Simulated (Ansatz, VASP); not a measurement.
**TiAl in VASP and in Ansatz**

Contents of INCAR:

```
PREC = Accurate
ENCUT = 500
EDIFF = 1E-6
ISMEAR = 0
SIGMA = 0.1
LREAL = False
LASPH = True
NELM = 120
ALGO = Normal
ISIF = 2
LWAVE = False
LCHARG = False
GGA = PE
NBANDS = 14
GGA_COMPAT = False
```

The input KPOINTS:

```
Automatic mesh
0
Gamma
  6 6 4
```

Contents of POSCAR:

```
TiAl
1.0
    2.8107518100      0.0000000000      0.0000000000
    0.0000000000      2.8107518100      0.0000000000
    0.0000000000      0.0000000000      4.0664219200
Ti Al
1 1
Direct
    0.5000000000      0.5000000000      0.5000000000
    0.0000000000      0.0000000000      0.0000000000
```

Input for Ansatz:

```yaml
crystal:
  lattice:
    - [2.81075181, 0.0, 0.0]
    - [0.0, 2.81075181, 0.0]
    - [0.0, 0.0, 4.06642192]
  atoms:
    - { symbol: Ti, position: [0.5, 0.5, 0.5] }
    - { symbol: Al, position: [0.0, 0.0, 0.0] }
basis:
  ecutwfc: 420
kpoints:
  mp_grid: { grid: [6, 6, 4] }
hamiltonian:
  xc: pbe
scf:
  occupations: { method: gaussian, width: 0.1 }
  lower_state_search: "off"
output:
  forces: true
  stress: true
  eigenvalues: true
```

Alike in both runs: task single point; functional PBE; k mesh 6 × 6 × 4; occupations gaussian, width 0.1 eV; no spin polarisation.

```csv
,VASP,Ansatz
version,VASP 6.6.1,Ansatz 0.2.0
potentials or method,"VASP PAW PBE potentials, release 64 (Ti_sv, Al), cutoff 500 eV","scalar-relativistic, plane waves, PAW"
valence electrons in the cell,15,15
```

```csv
,VASP,Ansatz,Ansatz less VASP
gap on the k mesh at the Fermi level (eV),none,none,-
pressure (GPa),1.3,1.4,+0.06
"traceless stress, the component that is largest in VASP (GPa)",-0.25,-0.27,-0.017
```

A gap of «none» marks a metal or a gap that the smearing closes. With one functional, cell and mesh, what is left measures potentials, basis and numerics.

The k mesh is coarse, so the values compare programs but aren't converged.
